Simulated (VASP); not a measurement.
Input of a VASP 6.6.1 run:

File INCAR:

```
SYSTEM = PtS2
PREC     = Accurate       ! precision mode
ENCUT    = 520            ! plane-wave cutoff, eV
EDIFF    = 1E-6           ! SCF threshold, eV
ISMEAR   = -1             ! smearing method
SIGMA    = 0.02           ! smearing width, eV
LREAL    = .FALSE.        ! projectors in reciprocal space
LASPH    = .TRUE.         ! aspherical terms in the spheres
NELM     = 100            ! most SCF steps
ALGO     = Normal         ! electronic algorithm
ISIF     = 2              ! what is computed and relaxed
LWAVE    = .FALSE.        ! write WAVECAR
LCHARG   = .TRUE.         ! write CHGCAR
GGA      = PE             ! functional
LELF     = .TRUE.         ! ELF
LVHAR    = .TRUE.       
NBANDS   = 18             ! bands
```

KPOINTS

```
regular mesh
0
G
  12 12 6
  0 0 0
```

The input POSCAR:

```
PtS2
1.0
    3.5526415781     -0.0266448119      0.0000000000
   -1.7993958729      3.0900002631      0.0000000000
    0.0000000000      0.0000000000      5.1227110621
Pt S
1 2
Direct
    0.0000000000      0.0000000000      0.0000000000
    0.3310334832      0.6666411227      0.2392671833
    0.6689665168      0.3333588773      0.7607328167
```

Potentials or basis: VASP PAW PBE potentials, release 64 (Pt, S).

Command:

```console
$ cat potpaw_PBE.64/Pt/POTCAR potpaw_PBE.64/S/POTCAR > POTCAR
$ mpirun -np 1 vasp_std > vasp.out
```

(1) What does it give for the largest force?

(2) Predict the pressure.

## Answers

(1) 0.028 eV/Å.

(2) 3.2 GPa.

Caveat: the cell differs from its parent crystal (shear xy strain -1.5%); the cell stands under pressure.
